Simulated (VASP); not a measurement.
# Sc (Fm-3m) in VASP: single point with PBEsol+D3(BJ)+U

Aim: the single point of Sc with PBEsol+D3(BJ)+U.

Program: VASP 6.6.1. These are calculated values, not measurements. Logs are shortened: lines on timing, memory, paths and dates and some standing lists are left out, and cuts for length are marked.

### Step 1. The cell of the first run

The structure is cubic, space group Fm-3m (No. 225). Conventional cell: a = 4.520 Å, b = 4.520 Å, c = 4.520 Å, α = 90.00°, β = 90.00°, γ = 90.00°. Within 4.2 Å of Sc (site symmetry m-3m) lie 12 Sc at 3.20 Å.

This isn't the form of Sc at room conditions, which is hcp.

### Step 2. Single point, PBEsol+D3(BJ)+U, collinear spin

Contents of INCAR:

```
PREC     = Accurate       # precision mode
ENCUT    = 500            # plane-wave cutoff, eV
EDIFF    = 1E-6           # SCF threshold, eV
ISMEAR   = -1             # smearing method
SIGMA    = 0.1            # smearing width, eV
LREAL    = False          # projectors in reciprocal space
LASPH    = True           # aspherical terms in the spheres
NELM     = 200            # most SCF steps
ALGO     = Normal         # electronic algorithm
ISIF     = 2              # what is computed and relaxed
LWAVE    = False          # write WAVECAR
LCHARG   = False          # write CHGCAR
ISPIN    = 2              # spin polarisation
MAGMOM   = 0.99           # initial moments
LORBIT   = 11             # projections on sites
LMAXMIX  = 4              # l up to which the mixer works
LDAU     = True           # DFT+U
LDAUTYPE = 2            
LDAUL    = 2              # shell
LDAUU    = 4.5            # U, eV
LDAUJ    = 0            
LDAUPRINT= 1            
GGA      = PS             # functional
IVDW     = 12             # dispersion correction
NBANDS   = 16             # bands
GGA_COMPAT= False
```

Contents of KPOINTS:

```
Automatic mesh
0
Gamma
  10 10 10
```

Contents of POSCAR:

```
Sc
1.0
    3.1961226510      0.0000000000      0.0000000000
    1.5980613255      2.7679234094      0.0000000000
    1.5980613255      0.9226411365      2.6096232168
Sc
1
Direct
    0.0000000000      0.0000000000      0.0000000000
```

Potentials or basis: VASP PAW PBE potentials, release 64 (Sc_sv).

Run with:

```bash
$ cat potpaw_PBE.64/Sc_sv/POTCAR > POTCAR
$ mpirun -np 1 vasp_std > vasp.out
```

OUTCAR:

```text
PREC = Accurate
   ENCUT = 500
   EDIFF = 1E-6
   ISMEAR = -1
   LREAL = False
   LASPH = True
   NELM = 200
   ISIF = 2
   ISPIN = 2
   LORBIT = 11
   GGA = PS
   IVDW = 12
 IVDW          = 12

 ion  position               nearest neighbor table
   1  0.000  0.000  0.000-

  LATTYP: Found a face centered cubic cell.
 ALAT       =     4.5200000001

  Lattice vectors:

 A1 = (   3.1961226510,   0.0000000000,   0.0000000000)
 A2 = (   1.5980613255,   2.7679234094,   0.0000000000)
 A3 = (   1.5980613255,   0.9226411365,   2.6096232168)

Analysis of symmetry for initial positions (statically):
=====================================================================
 Subroutine PRICEL returns:
 Original cell was already a primitive cell.

 Routine SETGRP: Setting up the symmetry group for a
 face centered cubic supercell.

 Subroutine GETGRP returns: Found 48 space group operations
 (whereof 48 operations were pure point group operations)
 out of a pool of 48 trial point group operations.

The static configuration has the point symmetry O_h .

Analysis of symmetry for dynamics (positions and initial velocities):
=====================================================================
 Subroutine PRICEL returns:
 Original cell was already a primitive cell.

 Routine SETGRP: Setting up the symmetry group for a
 face centered cubic supercell.

 Subroutine GETGRP returns: Found 48 space group operations
 (whereof 48 operations were pure point group operations)
 out of a pool of 48 trial point group operations.

The dynamic configuration has the point symmetry O_h .

Analysis of structural, dynamic, and magnetic symmetry:
=====================================================================
 Subroutine PRICEL returns:
 Original cell was already a primitive cell.

 Routine SETGRP: Setting up the symmetry group for a
 face centered cubic supercell.

 Subroutine GETGRP returns: Found 48 space group operations
 (whereof 48 operations were pure point group operations)
 out of a pool of 48 trial point group operations.

The overall configuration has the point symmetry O_h .

 Subroutine INISYM returns: Found 48 space group operations
 (whereof 48 operations are pure point group operations),
 and found     1 'primitive' translations

----------------------------------------------------------------------------------------

                                     Primitive cell

  volume of cell :      23.0864

  direct lattice vectors                    reciprocal lattice vectors
     3.196122651  0.000000000  0.000000000     0.312879107 -0.180640836 -0.127732360
     1.598061326  2.767923409  0.000000000     0.000000000  0.361281673 -0.127732360
     1.598061326  0.922641137  2.609623217     0.000000000  0.000000000  0.383197081

  length of vectors
     3.196122651  3.196122651  3.196122651     0.383197081  0.383197081  0.383197081

  position of ions in fractional coordinates (direct lattice)
     0.000000000  0.000000000  0.000000000

  ion indices of the primitive-cell ions
   primitive index   ion index
                 1           1

----------------------------------------------------------------------------------------

 KPOINTS: Automatic mesh

Automatic generation of k-mesh.
 Grid dimensions read from file:
 generate k-points for:   10   10   10

 Generating k-lattice:

  Cartesian coordinates                     Fractional coordinates (reciprocal lattice)
     0.031287911 -0.018064084 -0.012773236     0.100000000  0.000000000 -0.000000000
     0.000000000  0.036128167 -0.012773236     0.000000000  0.100000000  0.000000000
     0.000000000  0.000000000  0.038319708     0.000000000  0.000000000  0.100000000

  Length of vectors
     0.038319708  0.038319708  0.038319708

  Shift w.r.t. Gamma in fractional coordinates (k-lattice)
     0.000000000  0.000000000  0.000000000

 Subroutine IBZKPT returns following result:
 ===========================================

 Found     47 irreducible k-points:

 Following reciprocal coordinates:
            Coordinates               Weight
  0.000000  0.000000  0.000000      1.000000
  0.100000  0.000000  0.000000      8.000000
  0.200000  0.000000  0.000000      8.000000
  0.300000  0.000000  0.000000      8.000000
  0.400000 -0.000000 -0.000000      8.000000
  0.500000  0.000000  0.000000      4.000000
[... 16 lines left out ...]
  0.300000  0.300000  0.000000      6.000000
  0.400000  0.300000 -0.000000     24.000000
 [... further k-points ...]
   k-points           NKPTS =     47   k-points in BZ     NKDIM =     47   number of bands    NBANDS=     16
   number of dos      NEDOS =    301   number of ions     NIONS =      1
   total plane-waves  NPLWV =  13824
   dimension x,y,z NGX =    24 NGY =   24 NGZ =   24
   dimension x,y,z NGXF=    48 NGYF=   48 NGZF=   48
   ions per type =               1
   NGX,Y,Z   is equivalent  to a cutoff of  12.48, 12.48, 12.48 a.u.
   NGXF,Y,Z  is equivalent  to a cutoff of  24.97, 24.97, 24.97 a.u.
 SYSTEM =  unknown system
   PREC   = accura    normal or accurate (medium, high low for compatibility)
   ISTART =      0    job   : 0-new  1-cont  2-samecut
   ICHARG =      2    charge: 1-file 2-atom 10-const
   ISPIN  =      2    spin polarized calculation?
   LNONCOLLINEAR =      F non collinear calculations
   LSORBIT =      F    spin-orbit coupling
   LASPH  =      T    aspherical Exc in radial PAW
   ENCUT  =  500.0 eV  36.75 Ry    6.06 a.u.   5.83  5.83  5.83*2*pi/ulx,y,z
   NELM   =    200;   NELMIN=  2; NELMDL= -5     # of ELM steps
   EDIFF  = 0.1E-05   stopping-criterion for ELM
   LREAL  =      F    real-space projection
   EDIFFG = 0.1E-04   stopping-criterion for IOM
   NSW    =      0    number of steps for IOM
   IBRION =     -1    ionic relax: 0-MD 1-quasi-New 2-CG
   NFREE  =      0    steps in history (QN), initial steepest desc. (CG)
   ISIF   =      2    stress and relaxation
   ISYM   =      2    0-nonsym 1-usesym 2-fastsym
   POTIM  = 0.5000    time-step for ionic-motion
   TEBEG  =    0.0;   TEEND  =   0.0 temperature during run
   PSTRESS=    0.0 pullay stress
   NELECT =      11.0000    total number of electrons
   NUPDOWN=      -1.0000    fix difference up-down
   EMIN   =  10.00;   EMAX   =-10.00  energy-range for DOS
   EFERMI =   0.00;   METHOD = LEGACY
   ISMEAR =    -1;   SIGMA  =   0.10  broadening in eV -4-tet -1-fermi 0-gaus
   EFERMI_NEDOS =   21; number of points for ismear=-14 and -15
   IALGO  =     38    algorithm
   IMIX   =      4    mixing-type and parameters
     AMIX     =   0.40;   BMIX     =  1.00
     AMIX_MAG =   1.60;   BMIX_MAG =  1.00
  volume/ion in A,a.u.               =      23.09       155.79
  Fermi-wavevector in a.u.,A,eV,Ry     =   1.278657  2.416311 22.245021  1.634963
  Thomas-Fermi vector in A             =   2.411187
   LORBIT       =     11    0 simple, 1 ext, 2 COOP (PROOUT), +10 PAW based schemes
 LDA+U is selected, type is set to LDAUTYPE =  2
   angular momentum for each species LDAUL =     2
   U (eV)           for each species LDAUU =   4.5
   J (eV)           for each species LDAUJ =   0.0
   GGA     = PS    functional components
   LHFCALC =     F    Hartree Fock is set to
   AEXX    =    0.0000 exact exchange contribution
   IVDW    =    12    specifies the selected vdW correction
   LEPSILON=     F    determine dielectric tensor
   LRPA    =     F    only Hartree local field effects (RPA)
 spin polarized calculation
  energy-cutoff  :      500.00
  volume of cell :       23.09
 maximum number of plane-waves:       600
   NGX = 11   NGY = 11   NGZ = 11

atom =   1  type =  1  l = 2

 onsite density matrix

spin component  1

  0.0804  0.0000 -0.0000  0.0081 -0.0000
  0.0000  0.0747  0.0000  0.0000  0.0081
 -0.0000  0.0000  0.0861 -0.0000  0.0000
  0.0081  0.0000 -0.0000  0.0747  0.0000
 -0.0000  0.0081  0.0000  0.0000  0.0804

spin component  2

  0.0799  0.0000 -0.0000  0.0077 -0.0000
  0.0000  0.0744  0.0000  0.0000  0.0077
 -0.0000  0.0000  0.0853 -0.0000  0.0000
  0.0077  0.0000 -0.0000  0.0744  0.0000
 -0.0000  0.0077  0.0000  0.0000  0.0799

 occupancies and eigenvectors

  o =  0.0689  v =  0.0000  0.0000  0.0000  0.0000  0.0000 -0.5774  0.0000 -0.0000  0.8165 -0.0000      0.0000  0.0000  0.0000  0.0000  0.0000  0.0000  0.0000  0.0000  0.0000  0.0000
  o =  0.0689  v =  0.0000  0.0000  0.0000  0.0000  0.0000  0.0000 -0.8165  0.0000  0.0000  0.5774      0.0000  0.0000  0.0000  0.0000  0.0000  0.0000  0.0000  0.0000  0.0000  0.0000
  o =  0.0690  v = -0.5774  0.0000 -0.0000  0.8165 -0.0000  0.0000  0.0000  0.0000  0.0000  0.0000      0.0000  0.0000  0.0000  0.0000  0.0000  0.0000  0.0000  0.0000  0.0000  0.0000
  o =  0.0690  v =  0.0000  0.8165 -0.0000 -0.0000 -0.5774  0.0000  0.0000  0.0000  0.0000  0.0000      0.0000  0.0000  0.0000  0.0000  0.0000  0.0000  0.0000  0.0000  0.0000  0.0000
  o =  0.0853  v =  0.0000  0.0000  0.0000  0.0000  0.0000  0.0000 -0.5373  0.3662 -0.0000 -0.7598      0.0000  0.0000  0.0000  0.0000  0.0000  0.0000  0.0000  0.0000  0.0000  0.0000
  o =  0.0853  v =  0.0000  0.0000  0.0000  0.0000  0.0000 -0.8165 -0.0000  0.0000 -0.5774  0.0000      0.0000  0.0000  0.0000  0.0000  0.0000  0.0000  0.0000  0.0000  0.0000  0.0000
  o =  0.0853  v =  0.0000  0.0000  0.0000  0.0000  0.0000  0.0000  0.2114  0.9305  0.0000  0.2990      0.0000  0.0000  0.0000  0.0000  0.0000  0.0000  0.0000  0.0000  0.0000  0.0000
  o =  0.0861  v =  0.0000 -0.5372  0.3662 -0.0000 -0.7598  0.0000  0.0000  0.0000  0.0000  0.0000      0.0000  0.0000  0.0000  0.0000  0.0000  0.0000  0.0000  0.0000  0.0000  0.0000
  o =  0.0861  v = -0.8165  0.0000  0.0000 -0.5774  0.0000  0.0000  0.0000  0.0000  0.0000  0.0000      0.0000  0.0000  0.0000  0.0000  0.0000  0.0000  0.0000  0.0000  0.0000  0.0000
  o =  0.0861  v =  0.0000 -0.2114 -0.9305 -0.0000 -0.2990  0.0000  0.0000  0.0000  0.0000  0.0000      0.0000  0.0000  0.0000  0.0000  0.0000  0.0000  0.0000  0.0000  0.0000  0.0000

 number of electron      11.0000000 magnetization       0.0050420

 Free energy of the ion-electron system (eV)
  ---------------------------------------------------
  ext. energy  EPLUGINS =         0.00000000
  ---------------------------------------------------
  free energy    TOTEN  =        -4.69433929 eV

  energy without entropy =       -4.63899590  energy(sigma->0) =       -4.66666759

 E-fermi :   4.7139     XC(G=0): -10.3390

 val. band max:        4.7020618283   @ k =   0.4000   0.3000  -0.0000
 cond. band min:       4.7250984313   @ k =   0.5000   0.3000   0.1000
 fundamental gap:      0.0230366029
 Fermi energy:         4.7139060649

 spin component 1

 k-point     1 :       0.0000    0.0000    0.0000
  band No.  band energies     occupation
      1     -45.7172      1.00000
      2     -24.1353      1.00000
      3     -24.1353      1.00000
      4     -24.1353      1.00000
      5      -1.3185      1.00000
      6       6.8176      0.00000
[... 8 lines left out ...]
     15      23.6407      0.00000
     16      25.9676      0.00000
[... 420 lines left out ...]
  band No.  band energies     occupation
      1     -45.6357      1.00000
      2     -24.4963      1.00000
      3     -24.2796      1.00000
      4     -24.2646      1.00000
      5       2.2614      1.00000
      6       4.6952      0.54653
[... 8 lines left out ...]
     15      21.2244      0.00000
     16      28.0762      0.00000

 [... further k-points ...]

 spin component 2

 k-point     1 :       0.0000    0.0000    0.0000
  band No.  band energies     occupation
      1     -45.7150      1.00000
      2     -24.1331      1.00000
      3     -24.1331      1.00000
      4     -24.1331      1.00000
      5      -1.3143      1.00000
      6       6.8242      0.00000
[... 8 lines left out ...]
     15      23.6434      0.00000
     16      25.9742      0.00000
[... 420 lines left out ...]
  band No.  band energies     occupation
      1     -45.6335      1.00000
      2     -24.4940      1.00000
      3     -24.2774      1.00000
      4     -24.2624      1.00000
      5       2.2650      1.00000
      6       4.7021      0.52958
[... 8 lines left out ...]
     15      21.2282      0.00000
     16      28.0805      0.00000

 [... further k-points ...]

------------------------ aborting loop because EDIFF is reached ----------------------------------------

 Edisp (eV)   -0.42631

 E8    (eV) :    -0.3030

  FORCE on cell =-STRESS in cart. coord.  units (eV):
  Direction    XX          YY          ZZ          XY          YZ          ZX
  --------------------------------------------------------------------------------------
  -------------------------------------------------------------------------------------
  Total       1.27216     1.27216     1.27216    -0.00000     0.00000    -0.00000
  in kB      88.28692    88.28692    88.28692    -0.00000     0.00000    -0.00000
  external pressure =       88.29 kB  Pullay stress =        0.00 kB

 VOLUME and BASIS-vectors are now :
 -----------------------------------------------------------------------------
  energy-cutoff  :      500.00
  volume of cell :       23.09
      direct lattice vectors                 reciprocal lattice vectors
     3.196122651  0.000000000  0.000000000     0.312879107 -0.180640836 -0.127732360
     1.598061326  2.767923409  0.000000000     0.000000000  0.361281673 -0.127732360
     1.598061326  0.922641137  2.609623217     0.000000000  0.000000000  0.383197081

 POSITION                                       TOTAL-FORCE (eV/Angst)
 -----------------------------------------------------------------------------------
      0.00000      0.00000      0.00000        -0.000000     -0.000000      0.000000
 -----------------------------------------------------------------------------------
    total drift:                                0.000000     -0.000000     -0.000000

  FREE ENERGIE OF THE ION-ELECTRON SYSTEM (eV)
  ---------------------------------------------------
  free  energy   TOTEN  =        -5.1206520733 eV

  energy  without entropy=       -5.0653086763  energy(sigma->0) =       -5.09298037

 total charge

# of ion       s       p       d       tot
------------------------------------------
    1        2.322   6.173   0.782   9.277

 magnetization (x)

# of ion       s       p       d       tot
------------------------------------------
    1        0.000   0.000   0.002   0.003
```

Wall time 58 s (1 thread of Intel Xeon Platinum 8259CL at 2.50GHz (Skylake/Cascade Lake), shared host); peak memory 0.17 GiB.

Results:

```
Free energy                                           : -5.1207 eV
Pressure                                              : 8.8 GPa
Net moment                                            : 0.01 μB per cell
Valence electrons inside the program's atomic spheres : Sc 9.28
Dispersion energy per atom                            : -0.426 eV
```

Eigenvalues of the final occupation matrices:
```
    site  spin  trace               eigenvalues
site 1 d     1   0.40  0.07 0.07 0.09 0.09 0.09
site 1 d     2   0.39  0.07 0.07 0.09 0.09 0.09
```

Caveat: the cell stands under pressure; the PAW data sets were made with another functional, which shifts forces and pressure a little; the U is typed as a test and isn't derived for this compound.
